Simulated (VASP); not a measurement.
Here is a VASP 6.6.1 calculation.

The input INCAR:

```
ALGO = Normal ; EDIFF = 1E-7
ENCUT = 520 ; ISIF = 2
ISMEAR = 0 ; LASPH = T
LCHARG = T ; LELF = T
LREAL = F ; LVHAR = T
LWAVE = F ; NBANDS = 37
NELM = 80 ; PREC = Accurate
SIGMA = 0.05
```

KPOINTS

```
k-points
0
Gamma
  8 8 4
```

POSCAR

```
BiBrO
1.0
    4.0767000000      0.0000000000      0.0000000000
    0.0000000000      4.0767000000      0.0000000000
    0.0000000000      0.0000000000      7.4924000000
Bi Br O
2 2 2
Direct
    0.0000000000      0.5000000000      0.1575579020
    0.5000000000      0.0000000000      0.8424420980
    0.0000000000      0.5000000000      0.6517216503
    0.5000000000      0.0000000000      0.3482783497
    0.0000000000      0.0000000000      0.0000000000
    0.5000000000      0.5000000000      0.0000000000
```

Potentials or basis: VASP PAW LDA potentials, release 64 (Bi_d, Br, O).

Command:

```bash
$ cat potpaw_LDA.64/Bi_d/POTCAR potpaw_LDA.64/Br/POTCAR potpaw_LDA.64/O/POTCAR > POTCAR
$ mpirun -np 1 vasp_std > vasp.out
```

Problem. Estimate the band gap on the k mesh.

Solution. 1.62 eV (least direct gap 1.78 eV).

Problem. What does it give for the pressure?

Solution. -5.2 GPa.

Problem. Estimate the largest force.

Solution. 0.077 eV/Å.

Forces on the atoms (eV/Å):
```
Bi   0.000  0.000 -0.077
Bi   0.000  0.000  0.077
Br   0.000  0.000  0.021
Br   0.000  0.000 -0.021
O    0.000  0.000  0.000
O    0.000  0.000  0.000
```

Caveat: the cell stands under tension; spin-orbit coupling is left out, which moves the levels of the heavy elements. A k mesh can miss the band edges.
